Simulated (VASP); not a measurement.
The system is GaN (klda).

```
CELL_PARAMETERS angstrom
0.00000 2.25350 2.25350
2.25350 0.00000 2.25350
2.25350 2.25350 0.00000
ATOMIC_POSITIONS crystal
Ga 0.00000 0.00000 0.00000
N 0.25000 0.25000 0.25000
```

```yaml
Program: VASP 6.6.1
Task: relaxation of cell and atoms
Functional: LDA
Potentials_or_basis: VASP PAW LDA potentials, release 64 (Ga_d, N)
Cutoff: 600 eV
k_mesh: 10 × 10 × 10
Occupations: gaussian, width 0.02 eV
Spin: no spin polarisation
```

At the start: pressure -5.6 GPa; volume 11.44 Å³/atom.

Problem. How do energy, volume and symmetry change on relaxing?

Solution. Over 3 steps the energy falls by 6.0 meV/atom and the volume is 11.11 Å³/atom (-2.9 %); space group F-43m (No. 216, to 0.05 Å).

Step by step:
| step | energy change (eV) | largest force (eV/Å) | pressure (GPa) | volume (Å³) |
| --- | --- | --- | --- | --- |
| 1 | 0.0000 | 0.0000 | -5.60 | 22.89 |
| 2 | -0.0003 | 0.0000 | 6.11 | 21.59 |
| 3 | -0.0120 | 0.0000 | 0.01 | 22.22 |

Final structure:
```
CELL_PARAMETERS angstrom
0.00000 2.23142 2.23142
2.23142 0.00000 2.23142
2.23142 2.23142 0.00000
ATOMIC_POSITIONS crystal
Ga 0.00000 0.00000 0.00000
N 0.25000 0.25000 0.25000
```
